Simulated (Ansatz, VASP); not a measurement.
# CdSe: VASP beside Ansatz

File INCAR:

```
SYSTEM = CdSe
ALGO = Normal ; EDIFF = 1E-6
ENCUT = 520 ; GGA = CA
ISIF = 2 ; ISMEAR = -1
LASPH = .TRUE. ; LCHARG = .TRUE.
LELF = .TRUE. ; LREAL = .FALSE.
LVHAR = .TRUE. ; LWAVE = .FALSE.
NBANDS = 16 ; NELM = 80
PREC = Accurate ; SIGMA = 0.03
```

Contents of KPOINTS:

```
k-points
0
G
  8 8 8
  0 0 0
```

Contents of POSCAR:

```
CdSe
1.0
   -0.0614054240      3.0395684866      3.0395684866
    3.0395684866     -0.0614054240      3.0395684866
    3.0395684866      3.0395684866     -0.0614054240
Cd Se
1 1
Direct
    0.0000000000      0.0000000000      0.0000000000
    0.2500000000      0.2500000000      0.2500000000
```

Input for Ansatz:

```yaml
crystal:
  lattice:
    - [-0.061405424, 3.0395684866, 3.0395684866]
    - [3.0395684866, -0.061405424, 3.0395684866]
    - [3.0395684866, 3.0395684866, -0.061405424]
  atoms:
    - { symbol: Cd, position: [0.0, 0.0, 0.0] }
    - { symbol: Se, position: [0.25, 0.25, 0.25] }
kpoints:
  mp_grid: { grid: [8, 8, 8] }
  band_path:
    path:
      - [0.0, 0.0, 0.0]
      - [0.5, 0.5, 0.5]
      - [0.2551801333, 0.5, 0.7448198667]
      - [-0.2551801333, 0.2551801333, 0.5]
      - [0.0, 0.0, 0.5]
      - [0.0, 0.0, 0.0]
      - [-0.3775900666, 0.0, 0.3775900666]
      - [0.0, 0.3775900666, 0.6224099334]
      - [0.0, 0.5, 0.5]
    npoints: 5
scf:
  occupations: { method: fermi_dirac, width: 0.03 }
hamiltonian:
  xc: lda
  pseudopotentials: { kind: all_electron, lapw: { basis_error: 0.001 } }
output:
  forces: true
  stress: true
  eigenvalues: true
```

Change from the starting cell: equal xy, yz and zx shear strains of -2 %.

Alike in both runs: task single point; functional LDA; k mesh 8 × 8 × 8; occupations fermi-dirac, width 0.03 eV; no spin polarisation.

|  | VASP | Ansatz |
| --- | --- | --- |
| version | VASP 6.6.1 | Ansatz 0.2.0 |
| potentials or method | VASP PAW LDA potentials, release 64 (Cd, Se), cutoff 520 eV | all-electron LAPW, scalar-relativistic |

VASP gave:

| Item | Value |
| --- | --- |
| pressure (GPa) | -2.8 |
| traceless stress, the component that is largest in VASP (GPa) | 0.84 |
| rms of the force components (eV/Å) | 0.110 |

Q: Which values does Ansatz return?

A: Pressure (GPa): -3.2; traceless stress, the component that is largest in VASP (GPa): 0.82; rms of the force components (eV/Å): 0.104.

LDA's correlation is that of Perdew and Zunger in VASP and of Perdew and Wang (1992) in Ansatz. Atom by atom the forces differ by 0.007 eV/Å (rms over components). Ansatz ran all-electron here, and VASP with PAW potentials.
